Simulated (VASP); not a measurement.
# Ga (C2/c) in VASP: further runs, part 2 of 3

VASP 6.6.1. Earlier steps stand in the parts before.

### Step 3. Single point, PBE

The input, INCAR:

```
SYSTEM = Ga
ALGO = Fast
EDIFF = 1E-7
ENCUT = 520
GGA = PE
ISIF = 2
ISMEAR = 0
LASPH = .True.
LCHARG = .True.
LELF = .True.
LREAL = .False.
LVHAR = .True.
LWAVE = .False.
NBANDS = 20
NELM = 80
PREC = Accurate
SIGMA = 0.02
```

The input, KPOINTS:

```
k-points
0
Gamma
  10 10 8
  0 0 0
```

The input, POSCAR:

```
Ga
1.0
    1.3830000000     -4.0265000000      0.0000000000
    1.3830000000      4.0265000000      0.0000000000
   -0.1174474948      0.0000000000      3.3299294416
Ga
2
Direct
    0.1310000000      0.8690000000      0.7500000000
    0.8690000000      0.1310000000      0.2500000000
```

Potentials or basis: VASP PAW PBE potentials, release 64 (Ga_d).

The run is started by

```
$ cat potpaw_PBE.64/Ga_d/POTCAR > POTCAR
$ mpirun -np 1 vasp_std > vasp.out
```

OUTCAR:

```text
SYSTEM = Ga
   EDIFF = 1E-7
   ENCUT = 520
   GGA = PE
   ISIF = 2
   ISMEAR = 0
   LASPH = .True.
   LREAL = .False.
   NELM = 80
   PREC = Accurate

 ion  position               nearest neighbor table
   1  0.131  0.869  0.750-   2 2.69   2 2.69   2 2.86   2 2.86   2 2.92   2 2.92
   2  0.869  0.131  0.250-   1 2.69   1 2.69   1 2.86   1 2.86   1 2.92   1 2.92

  LATTYP: Found a base centered monoclinic cell.
 ALAT       =     2.7660000000
 B/A-ratio  =     2.9114244396
 C/A-ratio  =     1.2046276211
 COS(beta)  =    -0.0352483478

  Lattice vectors:

 A1 = (   1.3830000000,  -4.0265000000,   0.0000000000)
 A2 = (   1.3830000000,   4.0265000000,   0.0000000000)
 A3 = (  -0.1174474948,   0.0000000000,   3.3299294416)

Analysis of symmetry for initial positions (statically):
=====================================================================
 Subroutine PRICEL returns:
 Original cell was already a primitive cell.

 Routine SETGRP: Setting up the symmetry group for a
 base centered monoclinic supercell.

 Subroutine GETGRP returns: Found  4 space group operations
 (whereof  2 operations were pure point group operations)
 out of a pool of  4 trial point group operations.

The static configuration has the point symmetry S_2 .
 The point group associated with its full space group is C_2h.

Analysis of symmetry for dynamics (positions and initial velocities):
=====================================================================
 Subroutine PRICEL returns:
 Original cell was already a primitive cell.

 Routine SETGRP: Setting up the symmetry group for a
 base centered monoclinic supercell.

 Subroutine GETGRP returns: Found  4 space group operations
 (whereof  2 operations were pure point group operations)
 out of a pool of  4 trial point group operations.

The dynamic configuration has the point symmetry S_2 .
 The point group associated with its full space group is C_2h.

[... 114 lines left out ...]
   EFERMI_NEDOS =   21; number of points for ismear=-14 and -15
   IALGO  =     68    algorithm
   IMIX   =      4    mixing-type and parameters
     AMIX     =   0.40;   BMIX     =  1.00
     AMIX_MAG =   1.60;   BMIX_MAG =  1.00
  volume/ion in A,a.u.               =      18.54       125.14
  Fermi-wavevector in a.u.,A,eV,Ry     =   1.454323  2.748273 28.777089  2.115056
  Thomas-Fermi vector in A             =   2.571487
   LORBIT       =      0    0 simple, 1 ext, 2 COOP (PROOUT), +10 PAW based schemes
   GGA     = PE    functional components
   LHFCALC =     F    Hartree Fock is set to
   AEXX    =    0.0000 exact exchange contribution
   IVDW    =     0    specifies the selected vdW correction
   LEPSILON=     F    determine dielectric tensor
   LRPA    =     F    only Hartree local field effects (RPA)
 non-spin polarized calculation
 RMM-DIIS sequential band-by-band and
 Gauss-broadening in eV      SIGMA  =   0.02
  energy-cutoff  :      520.00
  volume of cell :       37.09
 maximum number of plane-waves:      1014
   NGX = 15   NGY = 15   NGZ = 13

 number of electron      26.0000006 magnetization

 Free energy of the ion-electron system (eV)
  ---------------------------------------------------
  ext. energy  EPLUGINS =         0.00000000
  ---------------------------------------------------
  free energy    TOTEN  =        -5.76973439 eV

  energy without entropy =       -5.76953790  energy(sigma->0) =       -5.76963615

 E-fermi :   5.6554     XC(G=0): -11.0586

 val. band max:        5.6514968980   @ k =  -0.2000   0.3000   0.3750
 cond. band min:       5.6633310459   @ k =   0.5000  -0.0000   0.0000
 fundamental gap:      0.0118341479
 Fermi energy:         5.6553680148

 k-point     1 :       0.0000    0.0000    0.0000
  band No.  band energies     occupation
      1      -9.5067      2.00000
      2      -9.4971      2.00000
      3      -9.4609      2.00000
      4      -9.4371      2.00000
      5      -9.1634      2.00000
      6      -9.1624      2.00000
[... 541 lines left out ...]
     19      15.2872      0.00000
     20      17.4875      0.00000

 [... further k-points ...]

------------------------ aborting loop because EDIFF is reached ----------------------------------------

  FORCE on cell =-STRESS in cart. coord.  units (eV):
  Direction    XX          YY          ZZ          XY          YZ          ZX
  --------------------------------------------------------------------------------------
  -------------------------------------------------------------------------------------
  Total        0.5778540      0.3925176      0.0639338      0.0000000      0.0000000      0.1089217
  in kB       24.9639788     16.9572246      2.7620177      0.0000000      0.0000000      4.7055478
  external PRESSURE =      14.8944070 kB  Pullay stress =       0.0000000 kB

 VOLUME and BASIS-vectors are now :
 -----------------------------------------------------------------------------
  energy-cutoff  :      520.00
  volume of cell :       37.09
      direct lattice vectors                 reciprocal lattice vectors
     1.383000000 -4.026500000  0.000000000     0.361532899 -0.124177325  0.012751361
     1.383000000  4.026500000  0.000000000     0.361532899  0.124177325  0.012751361
    -0.117447495  0.000000000  3.329929442     0.000000000  0.000000000  0.300306663

 POSITION                                       TOTAL-FORCE (eV/Angst)
 -----------------------------------------------------------------------------------
      1.29491      2.97156      2.49745        -0.000000     -0.217282     -0.000000
      1.35364     -2.97156      0.83248         0.000000      0.217282      0.000000
 -----------------------------------------------------------------------------------
    total drift:                                0.000000      0.000000     -0.000000

  FREE ENERGIE OF THE ION-ELECTRON SYSTEM (eV)
  ---------------------------------------------------
  free  energy   TOTEN  =        -5.7697343920 eV

  energy  without entropy=       -5.7695379047  energy(sigma->0) =       -5.76963615
```

It took 2.8 min on 1 thread of Intel Xeon Platinum 8488C (Sapphire Rapids), shared host; peak memory 0.26 GiB.

What came out:

```
Free energy            : -5.7697 eV
Pressure               : 1.5 GPa
Largest force          : 0.217 eV/Å
Band gap on the k mesh : zero (bands 13 and 14 overlap by 8.39 eV)
```

Forces in eV/Å, atoms in the order of the input:
```
Ga   0.000 -0.217  0.000
Ga   0.000  0.217  0.000
```

Stress tensor (GPa, compression positive):
```
2.50 0.00 0.47
0.00 1.70 0.00
0.47 0.00 0.28
```

### Step 4. Single point, PBE

The input, INCAR:

```
SYSTEM = Ga
  PREC = Accurate
  ENCUT = 520
  EDIFF = 1E-6
  ISMEAR = 0
  SIGMA = 0.020999999999999998
  LREAL = .False.
  LASPH = .True.
  NELM = 80
  ALGO = Fast
  ISIF = 2
  LWAVE = .False.
  LCHARG = .True.
  GGA = PE
  LELF = .True.
  LVHAR = .True.
  NBANDS = 20
```

The input, KPOINTS:

```
Automatic mesh
0
Gamma
  10 10 8
  0 0 0
```

POSCAR is that of step 3.

The run is started by

```
$ cat potpaw_PBE.64/Ga_d/POTCAR > POTCAR
$ mpirun -np 1 vasp_std > vasp.out
```

Wall time 2.8 min (1 thread of Intel Xeon Platinum 8488C (Sapphire Rapids), shared host); peak memory 0.26 GiB.

It converged, with:

- Free energy: -5.7697 eV
- Pressure: 1.6 GPa
- Largest force: 0.218 eV/Å
- Band gap on the k mesh: zero (bands 13 and 14 overlap by 8.39 eV)

Forces in eV/Å, atoms in the order of the input:
```
Ga   0.000 -0.218  0.000
Ga   0.000  0.218  0.000
```

Stress tensor (GPa, compression positive):
```
2.59 0.00 0.47
0.00 1.79 0.00
0.47 0.00 0.37
```

Levels at points of the mesh, in eV from the Fermi level:
| k point | band 10 | band 11 | band 12 | band 13 | band 14 | band 15 | band 16 | band 17 |
| --- | --- | --- | --- | --- | --- | --- | --- | --- |
| (0.00, 0.00, 0.00) | -14.64 | -11.23 | -2.09 | -1.62 | 1.63 | 5.44 | 9.70 | 10.19 |
| (0.50, 0.00, 0.00) | -14.66 | -6.05 | -5.02 | -1.34 | 0.01 | 5.78 | 6.59 | 8.45 |
| (0.50, 0.50, 0.00) | -14.70 | -9.10 | -8.60 | 4.00 | 4.58 | 5.82 | 6.04 | 7.55 |
| (0.00, 0.00, 0.50) | -14.71 | -7.78 | -7.78 | 1.70 | 1.70 | 2.45 | 2.45 | 11.66 |
| (0.50, 0.00, 0.50) | -14.66 | -2.87 | -2.85 | -1.64 | -1.50 | 1.75 | 2.30 | 4.31 |
| (0.50, 0.50, 0.50) | -14.79 | -6.01 | -6.01 | -4.39 | -4.39 | 10.86 | 10.86 | 11.80 |

(Continued in part 3 of 3.)
